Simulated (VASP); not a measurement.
## Pb: single point with PBE

The system is Pb.

```xyz
2
Lattice="0.0000 3.2191 3.2191 3.2191 0.0000 3.2191 3.2191 3.2191 0.0000" Properties=species:S:1:pos:R:3 pbc="T T T"
Pb    3.2191    3.2191    3.2191
Pb    4.8286    4.8286    4.8286
```

This cell differs from its parent crystal: Ge replaced by Pb, lengths x 1.130, strained.

* Program: VASP 6.6.1
* Task: single point
* Functional: PBE
* Potentials or basis: VASP PAW PBE potentials, release 64 (Pb_d)
* Cutoff: 520 eV
* k mesh: 12 × 12 × 12
* Occupations: gaussian, width 0.1 eV
* Spin: no spin polarisation
* Dipole correction: no
* Further INCAR settings: ALGO = Normal; EDIFF = 1e-07; NBANDS = 21

```
Pressure               : 13.5 GPa
Band gap on the k mesh : zero (band 14 reaches 6.89 eV, above the bottom of band 15 at 5.54 eV)
```

Levels at points of the mesh, in eV from the Fermi level:
| k point | band 12 | band 13 | band 14 | band 15 | band 16 | band 17 |
| --- | --- | --- | --- | --- | --- | --- |
| (0.00, 0.00, 0.00) | -2.83 | 0.45 | 0.45 | 0.45 | 2.48 | 2.48 |
| (0.50, 0.00, 0.00) | -7.65 | -1.07 | -1.07 | -0.90 | 3.72 | 3.72 |
| (0.50, 0.50, 0.00) | -9.14 | -2.67 | -2.67 | 0.69 | 0.69 | 8.39 |

Wall time 35 s on 1 thread of Intel(R) Xeon(R) 6975P-C (Granite Rapids), on a shared host, peak memory 0.24 GiB.

Caveat: the cell differs from its parent crystal (Ge replaced by Pb, lengths x 1.130, strained); spin-orbit coupling is left out, which moves the levels of the heavy elements.
